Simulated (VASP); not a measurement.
C: relaxation of cell and atoms with LDA

The system is C.

```
CELL_PARAMETERS angstrom
0.00000 1.78350 1.78350
1.78350 0.00000 1.78350
1.78350 1.78350 0.00000
ATOMIC_POSITIONS crystal
C 0.00000 0.00000 0.00000
C 0.25000 0.25000 0.25000
```

| Item | Value |
| --- | --- |
| Program | VASP 6.6.1 |
| Task | relaxation of cell and atoms |
| Functional | LDA |
| Potentials or basis | VASP PAW LDA potentials, release 64 (C) |
| Cutoff | 600 eV |
| k mesh | 10 × 10 × 10 |
| Occupations | gaussian, width 0.01 eV |
| Spin | no spin polarisation |
| Dipole correction | no |
| Further INCAR settings | ALGO = Normal; EDIFF = 1e-07; IBRION = 2; EDIFFG = -0.002; NSW = 80; ISIF = 3 |

- Relaxed volume: 5.52 Å³/atom
- Relaxed cell: a = 2.499 Å, b = 2.499 Å, c = 2.499 Å, α = 60.00°, β = 60.00°, γ = 60.00°
- Space group after relaxing (to 0.1 Å): Fd-3m (No. 227)
- Energy gained by relaxing: 6.3 meV/atom
- Ionic steps: 6
- Pressure after relaxing: 0.0 GPa
- Band gap on the k mesh: 4.20 eV (least direct gap 5.62 eV)

Step by step:
```tsv
step	energy change (eV)	largest force (eV/Å)	pressure (GPa)	volume (Å³)
1	0.0000	0.0000	-12.46	11.35
2	0.0091	0.0000	18.10	10.64
3	-0.0125	0.0000	-0.11	11.03
4	-0.0125	0.0000	0.15	11.03
5	-0.0125	0.0000	-0.16	11.03
6	-0.0125	0.0000	0.00	11.03
```

Final structure:
```xyz
2
Lattice="0.0000 1.7668 1.7668 1.7668 0.0000 1.7668 1.7668 1.7668 0.0000" Properties=species:S:1:pos:R:3 pbc="T T T"
C     0.0000    0.0000    0.0000
C     0.8834    0.8834    0.8834
```

Levels at points of the mesh, in eV from the valence-band top:
| k point | band 1 | band 2 | band 3 | band 4 | band 5 | band 6 | band 7 | band 8 |
| --- | --- | --- | --- | --- | --- | --- | --- | --- |
| (0.00, 0.00, 0.00) | -21.69 | 0.00 | 0.00 | 0.00 | 5.62 | 5.62 | 5.62 | 14.20 |
| (0.50, 0.00, 0.00) | -15.69 | -13.67 | -2.86 | -2.86 | 8.50 | 8.50 | 9.40 | 15.66 |
| (0.50, 0.50, 0.00) | -12.81 | -12.81 | -6.46 | -6.46 | 4.77 | 4.77 | 17.05 | 17.05 |

Run time: 5.1 s on 1 thread of Intel(R) Xeon(R) 6975P-C (Granite Rapids), with other jobs on the host, peak memory 0.11 GiB.

A k mesh can miss the band edges.
